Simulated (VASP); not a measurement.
# Li (Im-3m) in VASP: notebook

The runs below take Li through single point, relaxation of cell and atoms, with r2SCAN.

All numbers are computed with VASP 6.6.1; they aren't measurements. Logs are shortened: lines on timing, memory, paths and dates and some standing lists are left out, and cuts for length are marked.

## 1. The cell of the first run

The structure is cubic, space group Im-3m (No. 229). The conventional cell has a = 3.477 Å, b = 3.477 Å, c = 3.477 Å, α = 90.00°, β = 90.00°, γ = 90.00°. Li (site symmetry m-3m) has 14 Li at 3.01 to 3.48 Å within 4.0 Å.

## 2. Single point, r2SCAN

POSCAR reads:

```
Li
1.0
    3.0112718914     -0.0000000167     -0.0000000289
   -1.0037572814      2.8390543715     -0.0000000289
   -1.0037572814     -1.4195271440      2.4586932325
Li
1
Direct
    0.0000000000      0.0000000000      0.0000000000
```

INCAR.step1 reads:

```
PREC     = Accurate       # precision mode
ENCUT    = 520            # plane-wave cutoff, eV
ISMEAR   = -1             # smearing method
SIGMA    = 0.1            # smearing width, eV
LREAL    = False          # projectors in reciprocal space
LASPH    = True           # aspherical terms in the spheres
NELM     = 100            # most SCF steps
NBANDS   = 8              # bands
GGA      = PE             # functional
ALGO     = Normal         # electronic algorithm
EDIFF    = 1E-4           # SCF threshold, eV
LWAVE    = True           # write WAVECAR
LCHARG   = False          # write CHGCAR
```

INCAR.step2 reads:

```
PREC     = Accurate       # precision mode
ENCUT    = 520            # plane-wave cutoff, eV
EDIFF    = 1E-7           # SCF threshold, eV
ISMEAR   = -1             # smearing method
SIGMA    = 0.1            # smearing width, eV
LREAL    = False          # projectors in reciprocal space
LASPH    = True           # aspherical terms in the spheres
NELM     = 100            # most SCF steps
ALGO     = Normal         # electronic algorithm
ISIF     = 2              # what is computed and relaxed
LWAVE    = False          # write WAVECAR
LCHARG   = True           # write CHGCAR
METAGGA  = R2SCAN         # meta-GGA
LMIXTAU  = True         
LELF     = True           # ELF
LVHAR    = True         
NBANDS   = 8              # bands
ISTART   = 1
```

KPOINTS reads:

```
Automatic mesh
0
Gamma
  16 16 16
```

Potentials or basis: VASP PAW PBE potentials, release 64 (Li_sv).

Command:

```sh
cat potpaw_PBE.64/Li_sv/POTCAR > POTCAR
cp INCAR.step1 INCAR
mpirun -np 1 vasp_std > vasp.out
cp INCAR.step2 INCAR
mpirun -np 1 vasp_std > vasp.out
```

OUTCAR:

```text
PREC = Accurate
   ENCUT = 520
   EDIFF = 1E-7
   ISMEAR = -1
   LREAL = False
   LASPH = True
   NELM = 100
   ISIF = 2
   METAGGA = R2SCAN
   ISTART = 1

 ion  position               nearest neighbor table
   1  0.000  0.000  0.000-

  LATTYP: Found a body centered cubic cell.
 ALAT       =     3.4771172742

  Lattice vectors:

 A1 = (   3.0112718914,  -0.0000000167,  -0.0000000289)
 A2 = (  -1.0037572814,   2.8390543715,  -0.0000000289)
 A3 = (  -1.0037572814,  -1.4195271440,   2.4586932325)

Analysis of symmetry for initial positions (statically):
=====================================================================
 Subroutine PRICEL returns:
 Original cell was already a primitive cell.

 Routine SETGRP: Setting up the symmetry group for a
 body centered cubic supercell.

 Subroutine GETGRP returns: Found 48 space group operations
 (whereof 48 operations were pure point group operations)
 out of a pool of 48 trial point group operations.

The static configuration has the point symmetry O_h .

Analysis of symmetry for dynamics (positions and initial velocities):
=====================================================================
 Subroutine PRICEL returns:
 Original cell was already a primitive cell.

 Routine SETGRP: Setting up the symmetry group for a
 body centered cubic supercell.

 Subroutine GETGRP returns: Found 48 space group operations
 (whereof 48 operations were pure point group operations)
 out of a pool of 48 trial point group operations.

The dynamic configuration has the point symmetry O_h .

 Subroutine INISYM returns: Found 48 space group operations
 (whereof 48 operations are pure point group operations),
 and found     1 'primitive' translations

----------------------------------------------------------------------------------------

                                     Primitive cell

  volume of cell :      21.0198

  direct lattice vectors                    reciprocal lattice vectors
     3.011271891 -0.000000017 -0.000000029     0.332085592  0.117409987  0.203360056
    -1.003757281  2.839054372 -0.000000029     0.000000004  0.352229961  0.203360056
    -1.003757281 -1.419527144  2.458693232     0.000000004  0.000000006  0.406720122

  length of vectors
     3.011271891  3.011271891  3.011271891     0.406720122  0.406720122  0.406720122

  position of ions in fractional coordinates (direct lattice)
     0.000000000  0.000000000  0.000000000

  ion indices of the primitive-cell ions
   primitive index   ion index
                 1           1

----------------------------------------------------------------------------------------

 KPOINTS: Automatic mesh

Automatic generation of k-mesh.
 Grid dimensions read from file:
 generate k-points for:   16   16   16

 Generating k-lattice:

  Cartesian coordinates                     Fractional coordinates (reciprocal lattice)
     0.020755349  0.007338124  0.012710004     0.062500000 -0.000000000 -0.000000000
     0.000000000  0.022014373  0.012710004     0.000000000  0.062500000  0.000000000
     0.000000000  0.000000000  0.025420008     0.000000000  0.000000000  0.062500000

  Length of vectors
     0.025420008  0.025420008  0.025420008

  Shift w.r.t. Gamma in fractional coordinates (k-lattice)
     0.000000000  0.000000000  0.000000000

 Subroutine IBZKPT returns following result:
 ===========================================

 Found    145 irreducible k-points:

 Following reciprocal coordinates:
            Coordinates               Weight
  0.000000  0.000000  0.000000      1.000000
  0.062500  0.000000  0.000000     12.000000
  0.125000  0.000000  0.000000     12.000000
  0.187500  0.000000 -0.000000     12.000000
  0.250000  0.000000  0.000000     12.000000
  0.312500  0.000000  0.000000     12.000000
[... 16 lines left out ...]
  0.187500  0.187500  0.000000     24.000000
  0.250000  0.187500  0.000000     48.000000
 [... further k-points ...]
   k-points           NKPTS =    145   k-points in BZ     NKDIM =    145   number of bands    NBANDS=      8
   number of dos      NEDOS =    301   number of ions     NIONS =      1
   total plane-waves  NPLWV =  13824
   dimension x,y,z NGX =    24 NGY =   24 NGZ =   24
   dimension x,y,z NGXF=    48 NGYF=   48 NGZF=   48
   ions per type =               1
   NGX,Y,Z   is equivalent  to a cutoff of  13.25, 13.25, 13.25 a.u.
   NGXF,Y,Z  is equivalent  to a cutoff of  26.50, 26.50, 26.50 a.u.
 SYSTEM =  unknown system
   PREC   = accura    normal or accurate (medium, high low for compatibility)
   ISTART =      1    job   : 0-new  1-cont  2-samecut
   ICHARG =      0    charge: 1-file 2-atom 10-const
   ISPIN  =      1    spin polarized calculation?
   LNONCOLLINEAR =      F non collinear calculations
   LSORBIT =      F    spin-orbit coupling
   LASPH  =      T    aspherical Exc in radial PAW
   ENCUT  =  520.0 eV  38.22 Ry    6.18 a.u.   5.60  5.60  5.60*2*pi/ulx,y,z
   NELM   =    100;   NELMIN=  2; NELMDL=  0     # of ELM steps
   EDIFF  = 0.1E-06   stopping-criterion for ELM
   LREAL  =      F    real-space projection
   EDIFFG = 0.1E-05   stopping-criterion for IOM
   NSW    =      0    number of steps for IOM
   IBRION =     -1    ionic relax: 0-MD 1-quasi-New 2-CG
   NFREE  =      0    steps in history (QN), initial steepest desc. (CG)
   ISIF   =      2    stress and relaxation
   ISYM   =      2    0-nonsym 1-usesym 2-fastsym
   POTIM  = 0.5000    time-step for ionic-motion
   TEBEG  =    0.0;   TEEND  =   0.0 temperature during run
   PSTRESS=    0.0 pullay stress
   NELECT =       3.0000    total number of electrons
   NUPDOWN=      -1.0000    fix difference up-down
   EMIN   =  10.00;   EMAX   =-10.00  energy-range for DOS
   EFERMI =   0.00;   METHOD = LEGACY
   ISMEAR =    -1;   SIGMA  =   0.10  broadening in eV -4-tet -1-fermi 0-gaus
   EFERMI_NEDOS =   21; number of points for ismear=-14 and -15
   IALGO  =     38    algorithm
   IMIX   =      4    mixing-type and parameters
     AMIX     =   0.40;   BMIX     =  1.00
     AMIX_MAG =   1.60;   BMIX_MAG =  1.00
  volume/ion in A,a.u.               =      21.02       141.85
  Fermi-wavevector in a.u.,A,eV,Ry     =   0.855538  1.616732  9.958717  0.731945
  Thomas-Fermi vector in A             =   1.972302
   LORBIT       =      0    0 simple, 1 ext, 2 COOP (PROOUT), +10 PAW based schemes
   METAGGA = R2SCAN    functional components
   LHFCALC =     F    Hartree Fock is set to
   AEXX    =    0.0000 exact exchange contribution
   IVDW    =     0    specifies the selected vdW correction
   LEPSILON=     F    determine dielectric tensor
   LRPA    =     F    only Hartree local field effects (RPA)
 non-spin polarized calculation
  energy-cutoff  :      520.00
  volume of cell :       21.02
 maximum number of plane-waves:       586
   NGX = 11   NGY = 11   NGZ = 11

 number of electron       2.9999991 magnetization

 Free energy of the ion-electron system (eV)
  ---------------------------------------------------
  ext. energy  EPLUGINS =         0.00000000
  ---------------------------------------------------
  free energy    TOTEN  =        -2.38931137 eV

  energy without entropy =       -2.37477316  energy(sigma->0) =       -2.38204226

 E-fermi :   0.5406     XC(G=0):  -7.3536

 val. band max:        0.5096540229   @ k =   0.2500   0.2500   0.0000
 cond. band min:       0.5485378686   @ k =   0.3125   0.1875   0.0000
 fundamental gap:      0.0388838458
 Fermi energy:         0.5406386663

 k-point     1 :       0.0000    0.0000    0.0000
  band No.  band energies     occupation
      1     -47.6212      2.00000
      2      -3.2672      2.00000
      3      16.4672      0.00000
      4      16.4687      0.00000
      5      16.4687      0.00000
      6      20.6177      0.00000
      7      20.6180      0.00000
      8      20.6180      0.00000

 k-point     2 :       0.0625    0.0000    0.0000
  band No.  band energies     occupation
      1     -47.6206      2.00000
      2      -3.1885      2.00000
      3      15.8275      0.00000
      4      15.9988      0.00000
      5      16.3064      0.00000
      6      19.6111      0.00000
      7      19.6636      0.00000
      8      21.0694      0.00000

 k-point     3 :       0.1250    0.0000    0.0000
  band No.  band energies     occupation
      1     -47.6187      2.00000
      2      -2.9507      2.00000
      3      14.0814      0.00000
      4      15.0676      0.00000
      5      15.8538      0.00000
      6      18.3873      0.00000
      7      18.6862      0.00000
      8      20.7098      0.00000

 k-point     4 :       0.1875    0.0000   -0.0000
  band No.  band energies     occupation
      1     -47.6158      2.00000
      2      -2.5541      2.00000
      3      11.9131      0.00000
      4      14.1172      0.00000
      5      15.2322      0.00000
      6      17.2643      0.00000
      7      18.3236      0.00000
      8      20.8291      0.00000

 k-point     5 :       0.2500    0.0000    0.0000
  band No.  band energies     occupation
      1     -47.6124      2.00000
      2      -2.0005      2.00000
      3       9.7595      0.00000
      4      13.2874      0.00000
      5      14.5915      0.00000
      6      16.3356      0.00000
      7      18.2257      0.00000
      8      21.3140      0.00000
[... 177 lines left out ...]
 k-point    22 :       0.4375    0.1250    0.0000
  band No.  band energies     occupation
      1     -47.6029      2.00000
      2       1.1316      0.00541
      3       3.9874      0.00000
      4       9.9632      0.00000
      5      12.1971      0.00000
      6      17.3652      0.00000
      7      19.4444      0.00000
      8      24.3426      0.00000

 k-point    23 :       0.1875    0.1875    0.0000
  band No.  band energies     occupation
      1     -47.6082      2.00000
      2      -1.1259      2.00000
      3       8.4862      0.00000
      4      10.0522      0.00000
      5      12.9932      0.00000
      6      18.3761      0.00000
      7      19.0830      0.00000
      8      22.2699      0.00000

 k-point    24 :       0.2500    0.1875    0.0000
  band No.  band energies     occupation
      1     -47.6055      2.00000
      2      -0.3435      1.99971
      3       6.8835      0.00000
      4       9.2521      0.00000
      5      12.5526      0.00000
      6      18.4985      0.00000
      7      19.4636      0.00000
      8      23.0131      0.00000

 [... further k-points ...]

------------------------ aborting loop because EDIFF is reached ----------------------------------------

  FORCE on cell =-STRESS in cart. coord.  units (eV):
  Direction    XX          YY          ZZ          XY          YZ          ZX
  --------------------------------------------------------------------------------------
  -------------------------------------------------------------------------------------
  Total       -0.0254276     -0.0254276     -0.0254276      0.0000000     -0.0000000     -0.0000000
  in kB       -1.9381561     -1.9381561     -1.9381561      0.0000000     -0.0000000     -0.0000000
  external PRESSURE =      -1.9381561 kB  Pullay stress =       0.0000000 kB

 VOLUME and BASIS-vectors are now :
 -----------------------------------------------------------------------------
  energy-cutoff  :      520.00
  volume of cell :       21.02
      direct lattice vectors                 reciprocal lattice vectors
     3.011271891 -0.000000017 -0.000000029     0.332085592  0.117409987  0.203360056
    -1.003757281  2.839054372 -0.000000029     0.000000004  0.352229961  0.203360056
    -1.003757281 -1.419527144  2.458693232     0.000000004  0.000000006  0.406720122

 POSITION                                       TOTAL-FORCE (eV/Angst)
 -----------------------------------------------------------------------------------
      0.00000      0.00000      0.00000        -0.000000     -0.000000      0.000000
 -----------------------------------------------------------------------------------
    total drift:                                0.000000      0.000000     -0.000000

  FREE ENERGIE OF THE ION-ELECTRON SYSTEM (eV)
  ---------------------------------------------------
  free  energy   TOTEN  =        -2.3893113678 eV

  energy  without entropy=       -2.3747731568  energy(sigma->0) =       -2.38204226
```

It took 3.7 min on 1 thread of Oxide Virtual Turin-like, shared host; peak memory 0.11 GiB.

Results:

```yaml
Free_energy: -2.3893 eV
Band_gap_on_the_k_mesh: zero (an odd number of electrons rules out a gap without spin polarisation)
```

Levels at points of the mesh, in eV from the Fermi level:
```
           k point  band 1  band 2  band 3  band 4  band 5
(0.00, 0.00, 0.00)  -48.16   -3.81   15.93   15.93   15.93
(0.50, 0.00, 0.00)  -48.14    0.28    3.40   11.21   12.72
(0.50, 0.50, 0.50)  -48.13    5.94    5.94    5.94    8.04
```

Caveat: the cutoff is under 1.25 times the usual one of these potentials, so pressure, stress and relaxed cells hold a basis-set (Pulay) error; the PAW data sets were made with another functional, which shifts forces and pressure a little.

(Part 1 of 2 ends here.)

The gap in the log of VASP goes by the Fermi energy; the results here count the filled bands.